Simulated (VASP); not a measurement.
**CdSe (zincblende type): single point with LDA**

CdSe (zincblende type):

```
CELL_PARAMETERS angstrom
0.00000 3.00438 3.00438
3.00438 0.00000 3.00438
3.00438 3.00438 0.00000
ATOMIC_POSITIONS crystal
Cd 0.00000 0.00000 0.00000
Se 0.25000 0.25000 0.25000
```

```
Program             : VASP 6.6.1
Task                : single point
Functional          : LDA
Potentials or basis : VASP PAW LDA potentials, release 64 (Cd, Se)
Cutoff              : 520 eV
k mesh              : 11 × 11 × 11
Occupations         : fermi-dirac, width 0.05 eV
Spin                : no spin polarisation
```

* Pressure: 0.5 GPa
* Band gap on the k mesh: 0.44 eV, direct

Levels at points of the mesh, in eV from the valence-band top:
```csv
k point,band 5,band 6,band 7,band 8,band 9,band 10,band 11,band 12,band 13,band 14
"(0.00, 0.00, 0.00)",-7.67,-7.67,0.00,0.00,0.00,0.44,5.80,5.80,5.80,9.65
```

It took 15 s on 1 thread of Intel(R) Xeon(R) 6975P-C (Granite Rapids) (shared host), peak memory 0.18 GiB.

As with any semilocal functional, this LDA gap is likely too small.
